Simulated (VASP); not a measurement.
# YAl3N4 (Cmmm) in VASP: a series of runs

YAl3N4 is run at these levels: PBE; tasks: single point, relaxation of cell and atoms.

All numbers are computed with VASP 6.6.1; they aren't measurements. Logs are shortened: lines on timing, memory, paths and dates and some standing lists are left out, and cuts for length are marked.

## (1) The cell of the first run

The structure is orthorhombic, space group Cmmm (No. 65). Conventional cell: a = 6.143 Å, b = 8.574 Å, c = 3.083 Å, α = 90.00°, β = 90.00°, γ = 90.00°. Y (site symmetry mmm) has 6 N at 2.27 to 2.29 Å and 10 Al at 3.05 to 3.07 Å and 2 Y at 3.08 Å within 3.1 Å. Al (site symmetry 2/m) has 6 N at 2.15 to 2.18 Å within 2.8 Å. Within 2.7 Å of Al (site symmetry mmm) lie 6 N at 2.01 to 2.07 Å. Within 2.9 Å of N (site symmetry 2mm) lie 4 Al at 2.07 to 2.15 Å and 2 Y at 2.29 Å and 5 N at 2.77 to 2.89 Å. N (site symmetry m2m) has 5 Al at 2.01 to 2.18 Å and 1 Y at 2.27 Å within 2.7 Å.

## (2) Single point, PBE

INCAR

```
PREC     = Accurate       # precision mode
ENCUT    = 520            # plane-wave cutoff, eV
EDIFF    = 1E-6           # SCF threshold, eV
ISMEAR   = 0              # smearing method
SIGMA    = 0.1            # smearing width, eV
LREAL    = F              # projectors in reciprocal space
LASPH    = T              # aspherical terms in the spheres
NELM     = 100            # most SCF steps
ALGO     = Normal         # electronic algorithm
ISIF     = 2              # what is computed and relaxed
LWAVE    = F              # write WAVECAR
LCHARG   = F              # write CHGCAR
GGA      = PE             # functional
NBANDS   = 30             # bands
```

KPOINTS

```
regular mesh
0
Gamma
  4 4 6
```

POSCAR

```
YAl3N4
1.0
    3.0716271531     -4.2869588809      0.0000000000
    3.0716271531      4.2869588809      0.0000000000
    0.0000000000      0.0000000000      3.0827811200
Y Al N
1 3 4
Direct
    0.5000000000      0.5000000000      0.5000000000
    0.0000000000      0.5000000000      0.0000000000
    0.5000000000      0.0000000000      0.0000000000
    0.0000000000      0.0000000000      0.5000000000
    0.7747505888      0.7747505888      0.0000000000
    0.2252494112      0.2252494112      0.0000000000
    0.7652481492      0.2347518508      0.5000000000
    0.2347518508      0.7652481492      0.5000000000
```

Potentials or basis: VASP PAW PBE potentials, release 64 (Y_sv, Al, N).

Launch:

```console
> cat potpaw_PBE.64/Y_sv/POTCAR potpaw_PBE.64/Al/POTCAR potpaw_PBE.64/N/POTCAR > POTCAR
> mpirun -np 1 vasp_std > vasp.out
```

OUTCAR:

```text
PREC = Accurate
   ENCUT = 520
   EDIFF = 1E-6
   ISMEAR = 0
   LREAL = F
   LASPH = T
   NELM = 100
   ISIF = 2
   GGA = PE

 ion  position               nearest neighbor table
   1  0.500  0.500  0.500-   7 2.27   8 2.27   5 2.29   6 2.29   5 2.29   6 2.29   2 3.05   3 3.05
                             2 3.05   3 3.05   3 3.05   3 3.05   2 3.05   2 3.05   4 3.07   4 3.07
   2  0.000  0.500  0.000-   5 2.15   6 2.15   7 2.18   8 2.18   7 2.18   8 2.18   1 3.05   4 3.05
                             1 3.05   4 3.05   4 3.05   4 3.05   1 3.05   1 3.05   3 3.07   3 3.07
   3  0.500  0.000  0.000-   5 2.15   6 2.15   7 2.18   8 2.18   7 2.18   8 2.18   1 3.05   4 3.05
                             1 3.05   4 3.05   1 3.05   1 3.05   4 3.05   4 3.05   2 3.07   2 3.07
   4  0.000  0.000  0.500-   7 2.01   8 2.01   5 2.07   6 2.07   5 2.07   6 2.07   2 3.05   3 3.05
                             2 3.05   3 3.05   2 3.05   2 3.05   3 3.05   3 3.05   1 3.07   1 3.07
   5  0.775  0.775  0.000-   4 2.07   4 2.07   2 2.15   3 2.15   1 2.29   1 2.29
   6  0.225  0.225  0.000-   4 2.07   4 2.07   2 2.15   3 2.15   1 2.29   1 2.29
   7  0.765  0.235  0.500-   4 2.01   3 2.18   2 2.18   2 2.18   3 2.18   1 2.27
   8  0.235  0.765  0.500-   4 2.01   3 2.18   2 2.18   2 2.18   3 2.18   1 2.27

  LATTYP: Found a base centered orthorhombic cell.
 ALAT       =     6.1432543062
 B/A-ratio  =     1.3956638183
 C/A-ratio  =     0.5018156447

  Lattice vectors:

 A1 = (   3.0716271531,  -4.2869588809,   0.0000000000)
 A2 = (   3.0716271531,   4.2869588809,   0.0000000000)
 A3 = (   0.0000000000,   0.0000000000,   3.0827811200)

Analysis of symmetry for initial positions (statically):
=====================================================================
 Subroutine PRICEL returns:
 Original cell was already a primitive cell.

 Routine SETGRP: Setting up the symmetry group for a
 base centered orthorhombic supercell.

 Subroutine GETGRP returns: Found  8 space group operations
 (whereof  8 operations were pure point group operations)
 out of a pool of  8 trial point group operations.

The static configuration has the point symmetry D_2h.

Analysis of symmetry for dynamics (positions and initial velocities):
=====================================================================
 Subroutine PRICEL returns:
 Original cell was already a primitive cell.

 Routine SETGRP: Setting up the symmetry group for a
 base centered orthorhombic supercell.

 Subroutine GETGRP returns: Found  8 space group operations
 (whereof  8 operations were pure point group operations)
 out of a pool of  8 trial point group operations.

The dynamic configuration has the point symmetry D_2h.

 Subroutine INISYM returns: Found  8 space group operations
 (whereof  8 operations are pure point group operations),
 and found     1 'primitive' translations

----------------------------------------------------------------------------------------

                                     Primitive cell

  volume of cell :      81.1877

  direct lattice vectors                    reciprocal lattice vectors
     3.071627153 -4.286958881  0.000000000     0.162780173 -0.116632796  0.000000000
     3.071627153  4.286958881  0.000000000     0.162780173  0.116632796  0.000000000
     0.000000000  0.000000000  3.082781120     0.000000000  0.000000000  0.324382420

  length of vectors
     5.273794631  5.273794631  3.082781120     0.200251327  0.200251327  0.324382420

  position of ions in fractional coordinates (direct lattice)
     0.500000000  0.500000000  0.500000000
     0.000000000  0.500000000  0.000000000
     0.500000000  0.000000000  0.000000000
     0.000000000  0.000000000  0.500000000
     0.774750589  0.774750589  0.000000000
     0.225249411  0.225249411  0.000000000
     0.765248149  0.234751851  0.500000000
     0.234751851  0.765248149  0.500000000

  ion indices of the primitive-cell ions
   primitive index   ion index
                 1           1
                 2           2
                 3           3
                 4           4
                 5           5
                 6           6
                 7           7
                 8           8

----------------------------------------------------------------------------------------

 KPOINTS: regular mesh

Automatic generation of k-mesh.
 Grid dimensions read from file:
 generate k-points for:    4    4    6

 Generating k-lattice:

  Cartesian coordinates                     Fractional coordinates (reciprocal lattice)
     0.040695043 -0.029158199  0.000000000     0.250000000  0.000000000  0.000000000
     0.040695043  0.029158199  0.000000000     0.000000000  0.250000000  0.000000000
     0.000000000  0.000000000  0.054063737     0.000000000  0.000000000  0.166666667

  Length of vectors
     0.050062832  0.050062832  0.054063737

  Shift w.r.t. Gamma in fractional coordinates (k-lattice)
     0.000000000  0.000000000  0.000000000

 Subroutine IBZKPT returns following result:
 ===========================================

 Found     28 irreducible k-points:

 Following reciprocal coordinates:
            Coordinates               Weight
  0.000000  0.000000  0.000000      1.000000
  0.250000 -0.000000  0.000000      4.000000
  0.500000 -0.000000  0.000000      2.000000
  0.250000  0.250000  0.000000      2.000000
  0.500000  0.250000  0.000000      4.000000
 -0.250000  0.250000  0.000000      2.000000
[... 16 lines left out ...]
  0.250000 -0.000000  0.500000      4.000000
  0.500000 -0.000000  0.500000      2.000000
 [... further k-points ...]
   k-points           NKPTS =     28   k-points in BZ     NKDIM =     28   number of bands    NBANDS=     30
   number of dos      NEDOS =    301   number of ions     NIONS =      8
   total plane-waves  NPLWV =  38400
   dimension x,y,z NGX =    40 NGY =   40 NGZ =   24
   dimension x,y,z NGXF=    80 NGYF=   80 NGZF=   48
   ions per type =               1   3   4
   NGX,Y,Z   is equivalent  to a cutoff of  12.61, 12.61, 12.94 a.u.
   NGXF,Y,Z  is equivalent  to a cutoff of  25.22, 25.22, 25.89 a.u.
 SYSTEM =  unknown system
   PREC   = accura    normal or accurate (medium, high low for compatibility)
   ISTART =      0    job   : 0-new  1-cont  2-samecut
   ICHARG =      2    charge: 1-file 2-atom 10-const
   ISPIN  =      1    spin polarized calculation?
   LNONCOLLINEAR =      F non collinear calculations
   LSORBIT =      F    spin-orbit coupling
   LASPH  =      T    aspherical Exc in radial PAW
   ENCUT  =  520.0 eV  38.22 Ry    6.18 a.u.   9.81  9.81  5.73*2*pi/ulx,y,z
   NELM   =    100;   NELMIN=  2; NELMDL= -5     # of ELM steps
   EDIFF  = 0.1E-05   stopping-criterion for ELM
   LREAL  =      F    real-space projection
   EDIFFG = 0.1E-04   stopping-criterion for IOM
   NSW    =      0    number of steps for IOM
   IBRION =     -1    ionic relax: 0-MD 1-quasi-New 2-CG
   NFREE  =      0    steps in history (QN), initial steepest desc. (CG)
   ISIF   =      2    stress and relaxation
   ISYM   =      2    0-nonsym 1-usesym 2-fastsym
   POTIM  = 0.5000    time-step for ionic-motion
   TEBEG  =    0.0;   TEEND  =   0.0 temperature during run
   PSTRESS=    0.0 pullay stress
   NELECT =      40.0000    total number of electrons
   NUPDOWN=      -1.0000    fix difference up-down
   EMIN   =  10.00;   EMAX   =-10.00  energy-range for DOS
   EFERMI =   0.00;   METHOD = LEGACY
   ISMEAR =     0;   SIGMA  =   0.10  broadening in eV -4-tet -1-fermi 0-gaus
   EFERMI_NEDOS =   21; number of points for ismear=-14 and -15
   IALGO  =     38    algorithm
   IMIX   =      4    mixing-type and parameters
     AMIX     =   0.40;   BMIX     =  1.00
     AMIX_MAG =   1.60;   BMIX_MAG =  1.00
  volume/ion in A,a.u.               =      10.15        68.49
  Fermi-wavevector in a.u.,A,eV,Ry     =   1.292998  2.443413 22.746831  1.671845
  Thomas-Fermi vector in A             =   2.424671
   LORBIT       =      0    0 simple, 1 ext, 2 COOP (PROOUT), +10 PAW based schemes
   GGA     = PE    functional components
   LHFCALC =     F    Hartree Fock is set to
   AEXX    =    0.0000 exact exchange contribution
   IVDW    =     0    specifies the selected vdW correction
   LEPSILON=     F    determine dielectric tensor
   LRPA    =     F    only Hartree local field effects (RPA)
 non-spin polarized calculation
 Gauss-broadening in eV      SIGMA  =   0.10
  energy-cutoff  :      520.00
  volume of cell :       81.19
 maximum number of plane-waves:      2206
   NGX = 19   NGY = 19   NGZ = 11

 number of electron      40.0000002 magnetization

 Free energy of the ion-electron system (eV)
  ---------------------------------------------------
  ext. energy  EPLUGINS =         0.00000000
  ---------------------------------------------------
  free energy    TOTEN  =       -59.86399629 eV

  energy without entropy =      -59.86399629  energy(sigma->0) =      -59.86399629

 E-fermi :   8.2442     XC(G=0): -11.8161

 val. band max:        7.6853127193   @ k =   0.0000   0.0000   0.0000
 cond. band min:       9.4393213874   @ k =   0.0000   0.0000   0.0000
 fundamental gap:      1.7540086681
 Fermi energy:         8.2441616749

 k-point     1 :       0.0000    0.0000    0.0000
  band No.  band energies     occupation
      1     -32.7457      2.00000
      2     -13.3826      2.00000
      3     -13.2756      2.00000
      4     -12.3952      2.00000
      5      -8.2498      2.00000
      6      -5.6596      2.00000
[... 22 lines left out ...]
     29      16.1562      0.00000
     30      16.3751      0.00000

 k-point     2 :       0.2500   -0.0000    0.0000
  band No.  band energies     occupation
      1     -32.7455      2.00000
      2     -13.4045      2.00000
      3     -13.2918      2.00000
      4     -12.3950      2.00000
      5      -7.8938      2.00000
      6      -6.1316      2.00000
[... 22 lines left out ...]
     29      16.0841      0.00000
     30      16.3745      0.00000

 k-point     3 :       0.5000   -0.0000    0.0000
  band No.  band energies     occupation
      1     -32.7453      2.00000
      2     -13.4312      2.00000
      3     -13.3018      2.00000
      4     -12.3948      2.00000
      5      -7.0835      2.00000
      6      -6.9350      2.00000
[... 22 lines left out ...]
     29      15.6493      0.00000
     30      16.3699      0.00000

 k-point     4 :       0.2500    0.2500    0.0000
  band No.  band energies     occupation
      1     -32.7453      2.00000
      2     -13.4193      2.00000
      3     -13.3135      2.00000
      4     -12.3948      2.00000
      5      -7.4483      2.00000
      6      -6.2139      2.00000
[... 22 lines left out ...]
     29      16.0973      0.00000
     30      16.6670      0.00000

 k-point     5 :       0.5000    0.2500    0.0000
  band No.  band energies     occupation
      1     -32.7451      2.00000
      2     -13.4166      2.00000
      3     -13.3300      2.00000
      4     -12.3946      2.00000
      5      -7.2192      2.00000
      6      -6.7084      2.00000
[... 22 lines left out ...]
     29      15.8030      0.00000
     30      15.9517      0.00000
[... 526 lines left out ...]
     29      17.0092      0.00000
     30      17.2102      0.00000

 k-point    22 :       0.0000    0.0000    0.5000
  band No.  band energies     occupation
      1     -32.5946      2.00000
      2     -13.9295      2.00000
      3     -13.0643      2.00000
      4     -12.8966      2.00000
      5      -6.2544      2.00000
      6      -5.5166      2.00000
[... 22 lines left out ...]
     29      16.9723      0.00000
     30      17.0365      0.00000

 k-point    23 :       0.2500   -0.0000    0.5000
  band No.  band energies     occupation
      1     -32.5945      2.00000
      2     -13.9243      2.00000
      3     -13.0754      2.00000
      4     -12.9011      2.00000
      5      -6.0699      2.00000
      6      -6.0031      2.00000
[... 22 lines left out ...]
     29      16.6626      0.00000
     30      17.1344      0.00000

 k-point    24 :       0.5000   -0.0000    0.5000
  band No.  band energies     occupation
      1     -32.5944      2.00000
      2     -13.9191      2.00000
      3     -13.0872      2.00000
      4     -12.9048      2.00000
      5      -6.1921      2.00000
      6      -5.7605      2.00000
[... 22 lines left out ...]
     29      16.6321      0.00000
     30      16.6836      0.00000

 [... further k-points ...]
[... 5 lines left out ...]
  --------------------------------------------------------------------------------------
  -------------------------------------------------------------------------------------
  Total       -0.1425515     -0.1543818     -0.1427247      0.0000000      0.0000000      0.0000000
  in kB       -2.8131432     -3.0466057     -2.8165610      0.0000000      0.0000000      0.0000000
  external PRESSURE =      -2.8921033 kB  Pullay stress =       0.0000000 kB

 VOLUME and BASIS-vectors are now :
 -----------------------------------------------------------------------------
  energy-cutoff  :      520.00
  volume of cell :       81.19
      direct lattice vectors                 reciprocal lattice vectors
     3.071627153 -4.286958881  0.000000000     0.162780173 -0.116632796  0.000000000
     3.071627153  4.286958881  0.000000000     0.162780173  0.116632796  0.000000000
     0.000000000  0.000000000  3.082781120     0.000000000  0.000000000  0.324382420

 POSITION                                       TOTAL-FORCE (eV/Angst)
 -----------------------------------------------------------------------------------
      3.07163      0.00000      1.54139         0.000000      0.000000      0.000000
      1.53581      2.14348      0.00000        -0.000000      0.000000      0.000000
      1.53581     -2.14348      0.00000        -0.000000      0.000000      0.000000
      0.00000      0.00000      1.54139         0.000000      0.000000      0.000000
      4.75949      0.00000      0.00000        -0.002805      0.000000      0.000000
      1.38376      0.00000      0.00000         0.002805      0.000000      0.000000
      3.07163     -2.27422      1.54139         0.000000      0.000717      0.000000
      3.07163      2.27422      1.54139         0.000000     -0.000717      0.000000
 -----------------------------------------------------------------------------------
    total drift:                                0.000000      0.000000     -0.000000

  FREE ENERGIE OF THE ION-ELECTRON SYSTEM (eV)
  ---------------------------------------------------
  free  energy   TOTEN  =       -59.8639962851 eV

  energy  without entropy=      -59.8639962851  energy(sigma->0) =      -59.86399629
```

It took 46 s on 1 thread of AMD EPYC 9R45 (Zen 5), shared host; peak memory 0.2 GiB.

What came out:

* Free energy: -59.8640 eV
* Pressure: -0.3 GPa
* Band gap on the k mesh: 1.75 eV

Forces on the atoms (eV/Å):
```
Y    0.000  0.000  0.000
Al   0.000  0.000  0.000
Al   0.000  0.000  0.000
Al   0.000  0.000  0.000
N   -0.003  0.000  0.000
N    0.003  0.000  0.000
N    0.000  0.001  0.000
N    0.000 -0.001  0.000
```

A k mesh can miss the band edges.

(Continued in part 2 of 2.)
